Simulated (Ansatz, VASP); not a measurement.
# One calculation of CuSb, two programs

```
Cu Sb
1.0
     0.00000    2.69127    2.69127
     2.69127    0.00000    2.69127
     2.69127    2.69127    0.00000
Cu Sb
1 1
Cartesian
  2.6913 2.6913 2.6913
  0.0000 0.0000 0.0000
```

Alike in both runs: task single point; functional r2SCAN; k mesh 12 × 12 × 12; occupations gaussian, width 0.05 eV; no spin polarisation.

|  | VASP | Ansatz |
| --- | --- | --- |
| version | VASP 6.6.1 | Ansatz 0.2.0 |
| potentials or method | VASP PAW PBE potentials, release 64 (Cu, Sb), cutoff 520 eV | scalar-relativistic, plane waves, PAW |
| valence electrons in the cell | 16 | 34 |

Ansatz gave:

| Item | Value |
| --- | --- |
| gap on the k mesh at the Fermi level (eV) | none |
| pressure (GPa) | 0.0 |

Question: Estimate VASP's values.

Answer: gap on the k mesh at the Fermi level (eV): none; pressure (GPa): 0.1.

VASP's potentials were made for PBE, not for r2SCAN. A gap of «none» marks a metal or a gap that the smearing closes. VASP's potentials hold 16 valence electrons a cell and Ansatz's 34, so a difference there can come from the potentials and not from the codes.

Neither program's run includes spin-orbit coupling.
